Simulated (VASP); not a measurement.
Write the native input for VASP 6.6.1 that does the following.

| Item | Value |
| --- | --- |
| Task | single point |
| Functional | r2SCAN |
| Potentials or basis | VASP PAW PBE potentials, release 64 (O, H, C) |
| Cutoff | 520 eV |
| k mesh | 1 × 1 × 1 |
| Occupations | fermi-dirac, width 0.05 eV |
| Spin | no spin polarisation |
| Dipole correction | no |
| Further INCAR settings | LREAL = Auto; ALGO = Normal; EDIFF = 1e-06; NBANDS = 37 |

H8CO6:

```
CELL_PARAMETERS angstrom
5.89253 0.00000 0.00000
0.00000 5.89253 0.00000
0.00000 0.00000 5.89253
ATOMIC_POSITIONS crystal
O 0.16838 0.39662 0.59985
O 0.14331 0.76526 0.32608
O 0.85932 0.12167 0.42274
O 0.58048 0.25194 0.78311
O 0.64733 0.65057 0.15860
O 0.89113 0.72693 0.85868
H 0.07950 0.48250 0.70792
H 0.05640 0.28984 0.53068
H 0.29190 0.82143 0.28964
H 0.17117 0.62710 0.41605
H 0.93878 0.97623 0.41410
H 0.75889 0.11799 0.55399
H 0.55840 0.21295 0.93970
H 0.43063 0.29466 0.72564
C 0.77025 0.68785 0.00959
```

One way to write it, as run:

POSCAR

```
H8CO6
1.0
    5.8925310000      0.0000000000      0.0000000000
    0.0000000000      5.8925310000      0.0000000000
    0.0000000000      0.0000000000      5.8925310000
O H C
6 8 1
Direct
    0.1683819841      0.3966209541      0.5998501710
    0.1433128926      0.7652617020      0.3260837836
    0.8593176565      0.1216723702      0.4227377794
    0.5804817163      0.2519398859      0.7831082145
    0.6473305074      0.6505672512      1.1586019635
    0.8911338520      0.7269305314      0.8586839745
    0.0795033364      0.4824965913      0.7079164196
    0.0564035653      0.2898401327      0.5306790102
    0.2919037249      0.8214323668      0.2896357261
    0.1711717074      0.6270954637      0.4160547143
    0.9387794702     -0.0237722251      0.4141004551
    0.7588936286      0.1179942020      0.5539899609
    0.5583994922      0.2129496814      0.9396968320
    0.4306304546      0.2946582383      0.7256421001
    0.7702482115      0.6878489542      1.0095869951
```

INCAR.step1

```
PREC = Accurate ; ENCUT = 520
ISMEAR = -1 ; SIGMA = 0.05
LREAL = Auto ; LASPH = T
NELM = 80 ; NBANDS = 37
GGA = PE ; ALGO = Normal
EDIFF = 1E-4 ; LWAVE = T
LCHARG = F
```

INCAR.step2

```
PREC = Accurate ; ENCUT = 520
EDIFF = 1E-6 ; ISMEAR = -1
SIGMA = 0.05 ; LREAL = Auto
LASPH = T ; NELM = 80
ALGO = Normal ; ISIF = 2
LWAVE = F ; LCHARG = T
METAGGA = R2SCAN ; LMIXTAU = T
LELF = T ; LVHAR = T
NBANDS = 37 ; ISTART = 1
```

KPOINTS

```
Automatic mesh
0
Gamma
  1 1 1
```

Potentials or basis: VASP PAW PBE potentials, release 64 (O, H, C).

Command:

```sh
$ cat potpaw_PBE.64/O/POTCAR potpaw_PBE.64/H/POTCAR potpaw_PBE.64/C/POTCAR > POTCAR
$ cp INCAR.step1 INCAR
$ mpirun -np 1 vasp_gam > vasp.out
$ cp INCAR.step2 INCAR
$ mpirun -np 1 vasp_gam > vasp.out
```

It gave:

- Pressure: 0.2 GPa
- Largest force: 0.730 eV/Å

Caveat: the k points lie up to 1.07 Å⁻¹ apart; the PAW data sets were made with another functional, which shifts forces and pressure a little.

It took 50 s on 1 thread of Intel(R) Xeon(R) 6975P-C (Granite Rapids), with other jobs on the host, peak memory 0.32 GiB.
